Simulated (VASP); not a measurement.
WC, 2 atoms in the cell. It takes space group I4/mmm (No. 139, tetragonal). Conventional cell: a = 3.051 Å, b = 3.051 Å, c = 4.530 Å, α = 90.00°, β = 90.00°, γ = 90.00°. Within 2.9 Å of W (site symmetry 4/mmm) lie 6 C at 2.16 to 2.27 Å. C (site symmetry 4/mmm) has 6 W at 2.16 to 2.27 Å within 2.9 Å.  This cell differs from its parent crystal: ratio of the length along z to the lengths across it x 1.05, volume and fractional coordinates fixed.

- Program: VASP 6.6.1
- Task: single point
- Functional: PBEsol
- Potentials or basis: VASP PAW PBE potentials, release 64 (W_sv, C)
- Cutoff: 520 eV
- k mesh: 20 × 20 × 20
- Occupations: gaussian, width 0.15 eV
- Spin: no spin polarisation
- Dipole correction: no
- Further INCAR settings: ALGO = Normal; EDIFF = 1e-07; NBANDS = 16

Potentials or basis: VASP PAW PBE potentials, release 64 (W_sv, C).

The run is started by

```console
$ cat potpaw_PBE.64/W_sv/POTCAR potpaw_PBE.64/C/POTCAR > POTCAR
$ mpirun -np 1 vasp_std > vasp.out
```

Hardware: 1 thread of Intel(R) Xeon(R) 6975P-C (Granite Rapids) (shared host).

Q: How long does it take, and how much memory?

A: Run time: 56 s on 1 thread of Intel(R) Xeon(R) 6975P-C (Granite Rapids) (shared host), peak memory 0.32 GiB. Counts: scf iterations 13, k points 641.
